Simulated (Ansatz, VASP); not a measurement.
FeO: VASP beside Ansatz

```
Fe O
1.0
     0.00000    2.15540    2.15540
     2.15540    0.00000    2.15540
     2.15540    2.15540    0.00000
Fe O
1 1
Direct
  0.00000 0.00000 0.00000
  0.50000 0.50000 0.50000
```

Alike in both runs: task relaxation of cell and atoms; functional BLYP; dispersion D4; k mesh 11 × 11 × 11; occupations fermi-dirac, width 0.05 eV; collinear spin.

```csv
,VASP,Ansatz
version,VASP 6.6.1,Ansatz 0.2.0
potentials or method,"VASP PAW PBE potentials, release 64 (Fe, O), cutoff 600 eV","all-electron LAPW, scalar-relativistic"
```

```tsv
	VASP	Ansatz	Ansatz less VASP
net moment per atom (μB)	2.00	2.00	0.000
size of the moment on the site where the two differ most (μB)	0.32	0.34	+0.016
relaxed volume (Å³/atom)	9.91	9.90	-0.009
relaxed cell length with the largest relative difference (Å)	3.037	3.036	-0.0009
```

VASP's potentials were made for PBE, not for BLYP. Site moments also hang on the region over which each program counts them. Ansatz ran all-electron here, and VASP with PAW potentials.
